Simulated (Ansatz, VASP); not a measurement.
Two plane-wave programs on SnSe2

```
Sn Se
1.0
     3.82515    0.00000    0.00000
    -1.91257    3.31268    0.00000
     0.00000    0.00000    6.22708
Sn Se
1 2
Cartesian
  0.0000 0.0000 0.0000
  0.0000 2.2085 1.5759
  1.9126 1.1042 4.6511
```

Alike in both runs: task single point; functional PBE; k mesh 12 × 12 × 4; occupations fermi-dirac, width 0.02 eV; no spin polarisation.

|  | VASP | Ansatz |
| --- | --- | --- |
| version | VASP 6.6.1 | Ansatz 0.2.0 |
| potentials or method | VASP PAW PBE potentials, release 64 (Sn_d, Se) | plane waves, PAW |
| plane-wave cutoff (eV) | 520 | 420 |
| valence electrons in the cell | 26 | 46 |

Ansatz gave:

```
gap on the k mesh at the Fermi level (eV)                     : 0.74
pressure (GPa)                                                : 2.9
traceless stress, the component that is largest in VASP (GPa) : 0.11
rms of the force components (eV/Å)                            : 0.123
```

Task: Estimate VASP's values.

Result: gap on the k mesh at the Fermi level (eV): 0.74; pressure (GPa): 3.0; traceless stress, the component that is largest in VASP (GPa): 0.12; rms of the force components (eV/Å): 0.130.

Atom by atom the forces differ by 0.007 eV/Å (rms over components). VASP's potentials hold 26 valence electrons a cell and Ansatz's 46, so a difference there can come from the potentials and not from the codes.
